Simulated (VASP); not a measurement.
The system is MnO.

```xyz
2
Lattice="0.0000 2.2239 2.2239 2.2239 0.0000 2.2239 2.2239 2.2239 0.0000" Properties=species:S:1:pos:R:3 pbc="T T T"
Mn    0.0000    0.0000    0.0000
O     2.2239    2.2239    2.2239
```

Base run:

| Item | Value |
| --- | --- |
| Program | VASP 6.6.1 |
| Functional | PBEsol |
| Potentials or basis | VASP PAW PBE potentials, release 64 (Mn_pv, O) |
| Cutoff | 520 eV |
| k mesh | 10 × 10 × 10 |
| Occupations | fermi-dirac, width 0.05 eV |
| Spin | collinear spin, ferromagnetic start |
| Starting moments | [4.0, 0.0] μB |
| Hubbard terms | Mn d U = 1.0 eV |

Its results: pressure -2.5 GPa; net moment 4.93 μB per cell; site moments Mn +4.47; O +0.20 μB.

Problem. The run is repeated on the same cell with these changes: hubbard terms from Mn d U = 1.0 eV to Mn d U = 5.0 eV. What comes out?

Solution. Pressure 1.5 GPa; net moment 5.00 μB per cell; site moments Mn +4.64; O +0.13 μB.

Caveats: the PAW data sets were made with another functional, which shifts forces and pressure a little; a cell with one magnetic atom can't hold antiferromagnetic order, which such compounds often take.
